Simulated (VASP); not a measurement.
# KI in VASP: a series of runs, part 2 of 2

VASP 6.6.1. The steps go on from the part before.

## 3. Relaxation of cell and atoms, LDA, non-collinear spin, zero start, spin-orbit coupling

This run uses another cell than the first one, of 44.09 Å³/atom.

INCAR reads:

```
SYSTEM = KI
  ALGO = Normal
  EDIFF = 1E-6
  EDIFFG = -0.01
  ENCUT = 600
  GGA_COMPAT = .False.
  IBRION = 2
  ISIF = 3
  ISMEAR = 0
  LASPH = .True.
  LCHARG = .False.
  LORBIT = 11
  LORBMOM = .True.
  LREAL = .False.
  LSORBIT = .True.
  LWAVE = .False.
  MAGMOM = 0 0 0 0 0 0
  NELM = 150
  NSW = 60
  PREC = Accurate
  SIGMA = 0.1
```

KPOINTS reads:

```
k-points
0
Gamma
  5 5 5
  0 0 0
```

POSCAR reads:

```
KI
1.0
    0.0000000000      3.5327750000      3.5327750000
    3.5327750000      0.0000000000      3.5327750000
    3.5327750000      3.5327750000      0.0000000000
I K
1 1
Direct
    0.5000000000      0.5000000000      0.5000000000
    0.0000000000      0.0000000000      0.0000000000
```

Potentials or basis: VASP PAW LDA potentials, release 64 (I, K_sv).

On the command line:

```console
cat potpaw_LDA.64/I/POTCAR potpaw_LDA.64/K_sv/POTCAR > POTCAR
mpirun -np 1 vasp_ncl > vasp.out
```

It took 3.1 min on 1 thread of Intel Xeon Platinum 8259CL at 2.50GHz (Skylake/Cascade Lake), shared host; peak memory 0.39 GiB.

It converged, with:

| Item | Value |
| --- | --- |
| Free energy | -6.2991 eV |
| Relaxed volume | 39.83 Å³/atom |
| Relaxed cell | a = 4.830 Å, b = 4.830 Å, c = 4.830 Å, α = 60.00°, β = 60.00°, γ = 60.00° |
| Space group after relaxing (to 0.1 Å) | Fm-3m (No. 225) |
| Energy gained by relaxing | 18.3 meV/atom |
| Ionic steps | 4 |
| Pressure after relaxing | 0.0 GPa |
| Net moment | 0.00 μB per cell |
| Valence electrons inside the program's atomic spheres | I 4.35; K 7.55 |

Step by step:
```tsv
step	energy change (eV)	largest force (eV/Å)	pressure (GPa)	volume (Å³)
1	0.0000	0.0000	-1.25	88.18
2	-0.0268	0.0000	-0.72	83.88
3	-0.0364	0.0000	-0.08	80.11
4	-0.0365	0.0000	0.01	79.67
```

Final structure:
```cif
data_structure
_symmetry_space_group_name_H-M 'P 1'
_symmetry_Int_Tables_number 1
_cell_length_a 4.8299
_cell_length_b 4.8299
_cell_length_c 4.8299
_cell_angle_alpha 60.000
_cell_angle_beta 60.000
_cell_angle_gamma 60.000
_cell_volume 79.67
loop_
_atom_site_label
_atom_site_type_symbol
_atom_site_fract_x
_atom_site_fract_y
_atom_site_fract_z
_atom_site_occupancy
I1 I 0.50000 0.50000 0.50000 1
K1 K 0.00000 0.00000 0.00000 1
```

Moments on the atoms (μB; x, y, z):
```
I   0.00 0.00 0.00
K   0.00 0.00 0.00
```

## 4. Single point, PBE (last atom moved by 0.08 Å along z, cell strained by +1.5% along z)

INCAR reads:

```
SYSTEM = KI
ADDGRID = .FALSE.
ALGO = Normal
EDIFF = 1E-6
EFERMI = MIDGAP
ENCUT = 340
GGA = PE
GGA_COMPAT = .FALSE.
ISIF = 2
ISMEAR = 0
LASPH = .TRUE.
LCHARG = .FALSE.
LREAL = .FALSE.
LWAVE = .FALSE.
NBANDS = 18
NELM = 120
PREC = Accurate
SIGMA = 0.03
```

KPOINTS reads:

```
Automatic mesh
0
Gamma
  6 6 6
  0 0 0
```

POSCAR reads:

```
KI
1.0
    0.0000000000      3.5327750000      3.5857666250
    3.5327750000      0.0000000000      3.5857666250
    3.5327750000      3.5327750000      0.0000000000
I K
1 1
Direct
    0.5000000000      0.5000000000      0.5000000000
    0.0113225400      0.0113225400     -0.0113225400
```

Potentials or basis: VASP PAW PBE potentials, release 64 (I, K_sv).

On the command line:

```console
cat potpaw_PBE.64/I/POTCAR potpaw_PBE.64/K_sv/POTCAR > POTCAR
mpirun -np 1 vasp_std > vasp.out
```

OUTCAR:

```text
SYSTEM = KI
   EDIFF = 1E-6
   EFERMI = MIDGAP
   ENCUT = 340
   GGA = PE
   ISIF = 2
   ISMEAR = 0
   LASPH = .TRUE.
   LREAL = .FALSE.
   NELM = 120
   PREC = Accurate

 Found     30 irreducible k-points:

 Following reciprocal coordinates:
            Coordinates               Weight
  0.000000  0.000000  0.000000      1.000000
  0.166667  0.000000  0.000000      8.000000
  0.333333  0.000000  0.000000      8.000000
  0.500000  0.000000  0.000000      4.000000
  0.166667  0.166667  0.000000      2.000000
  0.333333  0.166667  0.000000      8.000000
   k-points           NKPTS =     30   k-points in BZ     NKDIM =     30   number of bands    NBANDS=     18
   number of dos      NEDOS =    301   number of ions     NIONS =      2
   total plane-waves  NPLWV =  27000
   dimension x,y,z NGX =    30 NGY =   30 NGZ =   30
   dimension x,y,z NGXF=    60 NGYF=   60 NGZF=   60
   ions per type =               1   1
   NGX,Y,Z   is equivalent  to a cutoff of   9.91,  9.91,  9.98 a.u.
   NGXF,Y,Z  is equivalent  to a cutoff of  19.82, 19.82, 19.97 a.u.
 SYSTEM =  KI
   PREC   = accura    normal or accurate (medium, high low for compatibility)
   ISTART =      0    job   : 0-new  1-cont  2-samecut
   ICHARG =      2    charge: 1-file 2-atom 10-const
   ISPIN  =      1    spin polarized calculation?
[... 60 lines left out ...]

 val. band max:       -0.4925257135   @ k =   0.0000   0.0000   0.0000
 cond. band min:       3.4374330549   @ k =   0.0000   0.0000   0.0000
 fundamental gap:      3.9299587684
 Fermi energy:         1.4724536707

 k-point     1 :       0.0000    0.0000    0.0000
  band No.  band energies     occupation
      1     -29.0192      2.00000
      2     -12.5059      2.00000
      3     -12.5043      2.00000
      4     -12.5043      2.00000
      5     -10.9720      2.00000
      6      -0.4960      2.00000
[... 103 lines left out ...]
      5     -10.8201      2.00000
      6      -1.3498      2.00000
[... 10 lines left out ...]
     17      10.2801      0.00000
     18      11.6522      0.00000

 [... further k-points ...]

------------------------ aborting loop because EDIFF is reached ----------------------------------------

  FORCE on cell =-STRESS in cart. coord.  units (eV):
  Direction    XX          YY          ZZ          XY          YZ          ZX
  --------------------------------------------------------------------------------------
  -------------------------------------------------------------------------------------
  Total        0.2722880      0.2722880      0.1206816      0.0000000      0.0000000      0.0000000
  in kB        4.8741083      4.8741083      2.1602689      0.0000000      0.0000000      0.0000000
  external PRESSURE =       3.9694951 kB  Pullay stress =       0.0000000 kB

 VOLUME and BASIS-vectors are now :
 -----------------------------------------------------------------------------
  energy-cutoff  :      340.00
  volume of cell :       89.50
      direct lattice vectors                 reciprocal lattice vectors
     0.000000000  3.532775000  3.585766625    -0.141531799  0.141531799  0.139440196
     3.532775000  0.000000000  3.585766625     0.141531799 -0.141531799  0.139440196
     3.532775000  3.532775000  0.000000000     0.141531799  0.141531799 -0.139440196

 POSITION                                       TOTAL-FORCE (eV/Angst)
 -----------------------------------------------------------------------------------
      3.53277      3.53277      3.58577         0.000000      0.000000      0.070050
      3.53277      3.53277      0.08120         0.000000      0.000000     -0.070050
 -----------------------------------------------------------------------------------
    total drift:                                0.000000      0.000000      0.000097

  FREE ENERGIE OF THE ION-ELECTRON SYSTEM (eV)
  ---------------------------------------------------
  free  energy   TOTEN  =        -5.5565404614 eV

  energy  without entropy=       -5.5565404614  energy(sigma->0) =       -5.55654046
```

stdout:

```text
POSCAR found type information on POSCAR I K
 POSCAR found :  2 types and       2 ions
 scaLAPACK will be used
 LDA part: xc-table for (Slater+PW92), standard interpolation
 POSCAR, INCAR and KPOINTS ok, starting setup
 FFT: planning ... GRIDC
 FFT: planning ... GRID_SOFT
 FFT: planning ... GRID
 WAVECAR not read
 entering main loop
```

It took 25 s on 1 thread of Intel Xeon 6975P-C (Granite Rapids), shared host; peak memory 0.17 GiB.

Results:

```
Free energy            : -5.5565 eV
Pressure               : 0.4 GPa
Largest force          : 0.070 eV/Å
Band gap on the k mesh : 3.93 eV
```

Forces on the atoms (eV/Å):
```
I    0.000  0.000  0.070
K    0.000  0.000 -0.070
```

Stress tensor (GPa, compression positive):
```
0.49 0.00 0.00
0.00 0.49 0.00
0.00 0.00 0.22
```

Caveat: the cell differs from its parent crystal (last atom moved by 0.08 Å along z, cell strained by +1.5% along z); spin-orbit coupling is left out, which moves the levels of the heavy elements.

## 5. The runs side by side

```csv
task,level,potentials or basis,spin,cell,k mesh,cutoff (eV),smearing,dipole correction,tolerance level,purpose,pressure (GPa),moment (μB)
single point,LDA,"VASP PAW LDA potentials, release 64 (I, K_sv)","non-collinear, zero start, SOC","a = 4.826 Å, angles 60.0°, 2 atoms, atomic positions A",5 × 5 × 5,520,gaussian 0.1 eV,no,-,-,0.0,0.00
relaxation of cell and atoms,LDA,"VASP PAW LDA potentials, release 64 (I, K_sv)","non-collinear, zero start, SOC","relaxed from a = 4.996 Å, angles 60.0°, 2 atoms, atomic positions A",5 × 5 × 5,600,gaussian 0.1 eV,no,-,-,0.0,0.00
single point,PBE,"VASP PAW PBE potentials, release 64 (I, K_sv)",off,"a = 5.034, b = 5.034, c = 4.996 Å, angles 60.2, 60.2, 59.5°, 2 atoms, atomic positions B",6 × 6 × 6,340,gaussian 0.03 eV,-,standard,all,0.4,-
```

Caveats: spin-orbit coupling is left out, which moves the levels of the heavy elements (at least some runs).

Absolute energies hang on the potentials; compare differences alone.
